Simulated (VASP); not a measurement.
AlN:

```
CELL_PARAMETERS angstrom
3.10669 0.00000 0.00000
-1.55335 2.69048 0.00000
0.00000 0.00000 4.97859
ATOMIC_POSITIONS crystal
Al 0.33333 0.66667 0.99670
Al 0.66667 0.33333 0.49670
N 0.33333 0.66667 0.37830
N 0.66667 0.33333 0.87830
```

Program: VASP 6.6.1. Alike in all runs: task single point; potentials or basis VASP PAW PBE potentials, release 64 (Al, N); no spin polarisation; cell as given; cutoff (eV) 520; smearing gaussian 0.01 eV. Hardware: 1 thread of AMD EPYC 9R45 96-Core Processor (Zen 5), on a shared host.

Q: Order these runs on this cell by their wall time, lowest first.
A. level r2SCAN; k mesh 12 × 12 × 6
B. level PBE; k mesh 12 × 12 × 6
C. level r2SCAN; k mesh 9 × 9 × 4

A: B (24 s), C (54 s), A (140 s).
